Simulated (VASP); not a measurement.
# Ta in VASP: further runs, part 2 of 2

VASP 6.6.1.

### Step 3. Single point, PBE

The input, INCAR:

```
SYSTEM = Ta
PREC     = Accurate       ! precision mode
ENCUT    = 520            ! plane-wave cutoff, eV
EDIFF    = 1E-6           ! SCF threshold, eV
ISMEAR   = 0              ! smearing method
SIGMA    = 0.1            ! smearing width, eV
LREAL    = .False.        ! projectors in reciprocal space
LASPH    = .True.         ! aspherical terms in the spheres
NELM     = 80             ! most SCF steps
ALGO     = Fast           ! electronic algorithm
ISIF     = 2              ! what is computed and relaxed
LWAVE    = .False.        ! write WAVECAR
LCHARG   = .False.        ! write CHGCAR
LDIPOL   = .True.       
IDIPOL   = 3            
DIPOL    = 0.5 0.5 0.500
GGA      = PE             ! functional
NBANDS   = 48             ! bands
```

The input, KPOINTS:

```
regular mesh
0
Gamma
  10 10 1
  0 0 0
```

The input, POSCAR:

```
Ta
1.0
    3.3187896405      0.0000000000      0.0000000000
    0.0000000000      3.3187896405      0.0000000000
    0.0000000000      0.0000000000     24.9563689214
Ta
7
Direct
    0.5000000000      0.5000000000      0.3069895055
    0.0000000000      0.0000000000      0.3655250977
    0.5000000000      0.5000000000      0.4321869440
    0.0000000000      0.0000000000      0.4999999970
    0.5000000000      0.5000000000      0.5678130580
    0.0000000000      0.0000000000      0.6344749045
    0.5000000000      0.5000000000      0.6930104934
```

Potentials or basis: VASP PAW PBE potentials, release 64 (Ta_pv).

The run is started by

```console
> cat potpaw_PBE.64/Ta_pv/POTCAR > POTCAR
> mpirun -np 1 vasp_std > vasp.out
```

OUTCAR:

```text
SYSTEM = Ta
   PREC = Accurate
   ENCUT = 520
   EDIFF = 1E-6
   ISMEAR = 0
   LREAL = .False.
   LASPH = .True.
   NELM = 80
   ISIF = 2
   GGA = PE

 ion  position               nearest neighbor table
   1  0.500  0.500  0.307-   2 2.76   2 2.76   2 2.76   2 2.76   3 3.12
   2  0.000  0.000  0.366-   1 2.76   1 2.76   1 2.76   1 2.76   3 2.88   3 2.88   3 2.88   3 2.88
                             4 3.36
   3  0.500  0.500  0.432-   2 2.88   2 2.88   2 2.88   2 2.88   4 2.89   4 2.89   4 2.89   4 2.89
                             1 3.12   5 3.38
   4  0.000  0.000  0.500-   3 2.89   3 2.89   3 2.89   3 2.89   5 2.89   5 2.89   5 2.89   5 2.89
                             2 3.36   6 3.36
   5  0.500  0.500  0.568-   6 2.88   6 2.88   6 2.88   6 2.88   4 2.89   4 2.89   4 2.89   4 2.89
                             7 3.12   3 3.38
   6  0.000  0.000  0.634-   7 2.76   7 2.76   7 2.76   7 2.76   5 2.88   5 2.88   5 2.88   5 2.88
                             4 3.36
   7  0.500  0.500  0.693-   6 2.76   6 2.76   6 2.76   6 2.76   5 3.12

  LATTYP: Found a simple tetragonal cell.
 ALAT       =     3.3187896405
 C/A-ratio  =     7.5197200259

  Lattice vectors:

 A1 = (   3.3187896405,   0.0000000000,   0.0000000000)
 A2 = (   0.0000000000,   3.3187896405,   0.0000000000)
 A3 = (   0.0000000000,   0.0000000000,  24.9563689214)

Analysis of symmetry for initial positions (statically):
=====================================================================
 Subroutine PRICEL returns:
 Original cell was already a primitive cell.

 Routine SETGRP: Setting up the symmetry group for a
 simple tetragonal supercell.

 Subroutine GETGRP returns: Found 16 space group operations
 (whereof 16 operations were pure point group operations)
 out of a pool of 16 trial point group operations.

The static configuration has the point symmetry D_4h.

Analysis of symmetry for dynamics (positions and initial velocities):
=====================================================================
 Subroutine PRICEL returns:
 Original cell was already a primitive cell.

 Routine SETGRP: Setting up the symmetry group for a
 simple tetragonal supercell.

 Subroutine GETGRP returns: Found 16 space group operations
 (whereof 16 operations were pure point group operations)
 out of a pool of 16 trial point group operations.

The dynamic configuration has the point symmetry D_4h.

 Subroutine INISYM returns: Found 16 space group operations
 (whereof 16 operations are pure point group operations),
 and found     1 'primitive' translations

----------------------------------------------------------------------------------------

                                     Primitive cell

  volume of cell :     274.8785

  direct lattice vectors                    reciprocal lattice vectors
     3.318789640  0.000000000  0.000000000     0.301314668  0.000000000  0.000000000
     0.000000000  3.318789640  0.000000000     0.000000000  0.301314668  0.000000000
     0.000000000  0.000000000 24.956368921     0.000000000  0.000000000  0.040069932

  length of vectors
     3.318789640  3.318789640 24.956368921     0.301314668  0.301314668  0.040069932

  position of ions in fractional coordinates (direct lattice)
[... 47 lines left out ...]
  0.100000  0.000000  0.000000      4.000000
  0.200000  0.000000  0.000000      4.000000
  0.300000  0.000000  0.000000      4.000000
  0.400000  0.000000  0.000000      4.000000
  0.500000  0.000000  0.000000      2.000000
[... 13 lines left out ...]
  0.500000  0.400000  0.000000      4.000000
  0.500000  0.500000  0.000000      1.000000
   k-points           NKPTS =     21   k-points in BZ     NKDIM =     21   number of bands    NBANDS=     48
   number of dos      NEDOS =    301   number of ions     NIONS =      7
   total plane-waves  NPLWV = 150528
   dimension x,y,z NGX =    28 NGY =   28 NGZ =  192
   dimension x,y,z NGXF=    56 NGYF=   56 NGZF=  384
   ions per type =               7
   NGX,Y,Z   is equivalent  to a cutoff of  14.03, 14.03, 12.79 a.u.
   NGXF,Y,Z  is equivalent  to a cutoff of  28.05, 28.05, 25.58 a.u.
 SYSTEM =  Ta
   PREC   = accura    normal or accurate (medium, high low for compatibility)
   ISTART =      0    job   : 0-new  1-cont  2-samecut
   ICHARG =      2    charge: 1-file 2-atom 10-const
   ISPIN  =      1    spin polarized calculation?
   LNONCOLLINEAR =      F non collinear calculations
   LSORBIT =      F    spin-orbit coupling
   LASPH  =      T    aspherical Exc in radial PAW
   ENCUT  =  520.0 eV  38.22 Ry    6.18 a.u.   6.17  6.17 46.40*2*pi/ulx,y,z
   NELM   =     80;   NELMIN=  2; NELMDL= -5     # of ELM steps
   EDIFF  = 0.1E-05   stopping-criterion for ELM
   LREAL  =      F    real-space projection
[... 7 lines left out ...]
   TEBEG  =    0.0;   TEEND  =   0.0 temperature during run
   PSTRESS=    0.0 pullay stress
   NELECT =      77.0000    total number of electrons
   NUPDOWN=      -1.0000    fix difference up-down
   EMIN   =  10.00;   EMAX   =-10.00  energy-range for DOS
   EFERMI =   0.00;   METHOD = LEGACY
   ISMEAR =     0;   SIGMA  =   0.10  broadening in eV -4-tet -1-fermi 0-gaus
   EFERMI_NEDOS =   21; number of points for ismear=-14 and -15
   IALGO  =     68    algorithm
   IMIX   =      4    mixing-type and parameters
     AMIX     =   0.40;   BMIX     =  1.00
     AMIX_MAG =   1.60;   BMIX_MAG =  1.00
  volume/ion in A,a.u.               =      39.27       265.00
  Fermi-wavevector in a.u.,A,eV,Ry     =   1.071169  2.024216 15.611375  1.147404
  Thomas-Fermi vector in A             =   2.206902
   LORBIT       =      0    0 simple, 1 ext, 2 COOP (PROOUT), +10 PAW based schemes
   GGA     = PE    functional components
   LHFCALC =     F    Hartree Fock is set to
   AEXX    =    0.0000 exact exchange contribution
   IVDW    =     0    specifies the selected vdW correction
   LEPSILON=     F    determine dielectric tensor
   LRPA    =     F    only Hartree local field effects (RPA)
 non-spin polarized calculation
 RMM-DIIS sequential band-by-band and
 Gauss-broadening in eV      SIGMA  =   0.10
  energy-cutoff  :      520.00
  volume of cell :      274.88
 maximum number of plane-waves:      7448
 NGX is ok and might be reduce to    28
   NGX = 13   NGY = 13   NGZ = 93

 dipolmoment           0.000000      0.000000      0.000000 electrons x Angstroem

 number of electron      76.9999994 magnetization

 dipolmoment           0.000000      0.000000     -0.000000 electrons x Angstroem

 Free energy of the ion-electron system (eV)
  ---------------------------------------------------
  ext. energy  EPLUGINS =         0.00000000
  ---------------------------------------------------
  free energy    TOTEN  =       -79.23422232 eV

  energy without entropy =      -79.19734668  energy(sigma->0) =      -79.21578450

 E-fermi :   0.7133     XC(G=0):  -6.7374

 val. band max:        0.6979045477   @ k =   0.4000   0.1000   0.0000
 cond. band min:       0.7253207785   @ k =   0.4000   0.2000   0.0000
 fundamental gap:      0.0274162309
 Fermi energy:         0.7133113526

 k-point     1 :       0.0000    0.0000    0.0000
  band No.  band energies     occupation
      1     -33.9945      2.00000
      2     -33.9940      2.00000
      3     -33.8231      2.00000
      4     -33.8231      2.00000
      5     -33.8226      2.00000
      6     -33.8226      2.00000
[... 1060 lines left out ...]
     47       4.5079      0.00000
     48       4.7431      0.00000

------------------------ aborting loop because EDIFF is reached ----------------------------------------

 vacuum level on the upper side and lower side of the slab       (xc-potential included)        -0.192        -0.192

  FORCE on cell =-STRESS in cart. coord.  units (eV):
  Direction    XX          YY          ZZ          XY          YZ          ZX
  --------------------------------------------------------------------------------------
  -------------------------------------------------------------------------------------
  Total       -2.2155326     -2.2155326     -0.0134471      0.0000000      0.0000000      0.0000000
  in kB      -12.9136165    -12.9136165     -0.0783786      0.0000000      0.0000000      0.0000000
  external PRESSURE =      -8.6352039 kB  Pullay stress =       0.0000000 kB

 VOLUME and BASIS-vectors are now :
 -----------------------------------------------------------------------------
  energy-cutoff  :      520.00
  volume of cell :      274.88
      direct lattice vectors                 reciprocal lattice vectors
     3.318789640  0.000000000  0.000000000     0.301314668  0.000000000  0.000000000
     0.000000000  3.318789640  0.000000000     0.000000000  0.301314668  0.000000000
     0.000000000  0.000000000 24.956368921     0.000000000  0.000000000  0.040069932

 POSITION                                       TOTAL-FORCE (eV/Angst)
 -----------------------------------------------------------------------------------
      1.65939      1.65939      7.66134         0.000000     -0.000000      0.000836
      0.00000      0.00000      9.12218         0.000000     -0.000000     -0.006793
      1.65939      1.65939     10.78582         0.000000      0.000000      0.002244
      0.00000      0.00000     12.47818         0.000000      0.000000      0.000000
      1.65939      1.65939     14.17055         0.000000      0.000000     -0.002244
      0.00000      0.00000     15.83419         0.000000      0.000000      0.006793
      1.65939      1.65939     17.29503         0.000000      0.000000     -0.000836
 -----------------------------------------------------------------------------------
    total drift:                               -0.000000      0.000000     -0.000008

  FREE ENERGIE OF THE ION-ELECTRON SYSTEM (eV)
  ---------------------------------------------------
  free  energy   TOTEN  =       -79.2342223213 eV

  energy  without entropy=      -79.1973466828  energy(sigma->0) =      -79.21578450

 vacuum level on the upper side and lower side of the slab         4.332         4.332
```

It took 6.5 min on 1 thread of Intel Xeon 6975P-C (Granite Rapids), shared host; peak memory 0.49 GiB.

What came out:

| Quantity | Value |
| --- | --- |
| Free energy | -79.2342 eV |
| Largest force | 0.007 eV/Å |
| Band gap on the k mesh | zero (an odd number of electrons rules out a gap without spin polarisation) |

Forces in eV/Å, atoms in the order of the input:
```
Ta   0.000  0.000  0.001
Ta   0.000  0.000 -0.007
Ta   0.000  0.000  0.002
Ta   0.000  0.000  0.000
Ta   0.000  0.000 -0.002
Ta   0.000  0.000  0.007
Ta   0.000  0.000 -0.001
```

Levels at points of the mesh, in eV from the Fermi level:
| k point | band 36 | band 37 | band 38 | band 39 | band 40 | band 41 |
| --- | --- | --- | --- | --- | --- | --- |
| (0.00, 0.00, 0.00) | 0.52 | 0.52 | 0.60 | 0.60 | 0.63 | 0.64 |
| (0.50, 0.00, 0.00) | -1.01 | -0.04 | 0.05 | 0.05 | 0.09 | 0.51 |
| (0.50, 0.50, 0.00) | -1.23 | -0.59 | -0.59 | 0.51 | 0.51 | 2.07 |

Caveat: spin-orbit coupling is left out, which moves the levels of the heavy elements.
